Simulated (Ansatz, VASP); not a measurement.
# Two plane-wave programs on Te2Mo

INCAR

```
PREC = Accurate
ENCUT = 520
EDIFF = 1E-7
ISMEAR = 0
SIGMA = 0.05
LREAL = F
LASPH = T
NELM = 60
ALGO = Normal
ISIF = 2
LWAVE = F
LCHARG = F
NBANDS = 49
KPAR = 4
```

The input KPOINTS:

```
Automatic mesh
0
Gamma
  12 12 1
```

The input POSCAR:

```
Te2Mo
1.0
    3.4709964735      0.0000000000      0.0000000000
   -1.7354982368      3.0059711225      0.0000000000
    0.0000000000      0.0000000000     30.2065362563
Te Mo
6 3
Direct
    0.0864305113      0.0000000000      0.9405159683
    0.2882337872      0.6666666667      0.7128929968
    0.2920061225      0.6666666667      0.1682534351
    0.2920061225      0.6666666667      0.8317465649
    0.2882337872      0.6666666667      0.2871070032
    0.0864305113      0.0000000000      0.0594840317
   -0.0428773118      0.0000000000      0.7722229666
   -0.0428773118      0.0000000000      0.2277770334
    0.4190779713      0.6666666667      0.0000000000
```

Input for Ansatz:

```yaml
crystal:
  lattice:
    - [3.4709964735, 0.0, 0.0]
    - [-1.7354982368, 3.0059711225, 0.0]
    - [0.0, 0.0, 30.2065362563]
  atoms:
    - { symbol: Te, position: [0.0864305113, 0.0, 0.9405159683] }
    - { symbol: Te, position: [0.2882337872, 0.6666666667, 0.7128929968] }
    - { symbol: Te, position: [0.2920061225, 0.6666666667, 0.1682534351] }
    - { symbol: Te, position: [0.2920061225, 0.6666666667, 0.8317465649] }
    - { symbol: Te, position: [0.2882337872, 0.6666666667, 0.2871070032] }
    - { symbol: Te, position: [0.0864305113, 0.0, 0.0594840317] }
    - { symbol: Mo, position: [-0.0428773118, 0.0, 0.7722229666] }
    - { symbol: Mo, position: [-0.0428773118, 0.0, 0.2277770334] }
    - { symbol: Mo, position: [0.4190779713, 0.6666666667, 0.0] }
basis:
  ecutwfc: 420
kpoints:
  mp_grid: { grid: [12, 12, 1] }
hamiltonian:
  xc: lda
scf:
  occupations: { method: gaussian, width: 0.05 }
output:
  forces: true
  stress: true
  eigenvalues: true
```

Change from the starting cell: mode 7 (24.8 1/cm) frozen in, largest displacement +0.300 Å.

Alike in both runs: task single point; functional LDA; k mesh 12 × 12 × 1; occupations gaussian, width 0.05 eV; no spin polarisation.

```csv
,VASP,Ansatz
version,VASP 6.6.1,Ansatz 0.2.0
potentials or method,"VASP PAW LDA potentials, release 64 (Te, Mo_sv), cutoff 520 eV","scalar-relativistic, plane waves, PAW"
valence electrons in the cell,78,138
```

Ansatz gave:

```
gap on the k mesh at the Fermi level (eV) : 0.80
least direct gap on the mesh (eV)         : 1.15
rms of the force components (eV/Å)        : 0.038
```

Problem. Which values does VASP return?

Solution. gap on the k mesh at the Fermi level (eV): 0.79; least direct gap on the mesh (eV): 1.15; rms of the force components (eV/Å): 0.036.

LDA's correlation is that of Perdew and Zunger in VASP and of Perdew and Wang (1992) in Ansatz. Atom by atom the forces differ by 0.027 eV/Å (rms over components). VASP's potentials hold 78 valence electrons a cell and Ansatz's 138, so a difference there can come from the potentials and not from the codes.

Neither program's run includes spin-orbit coupling.
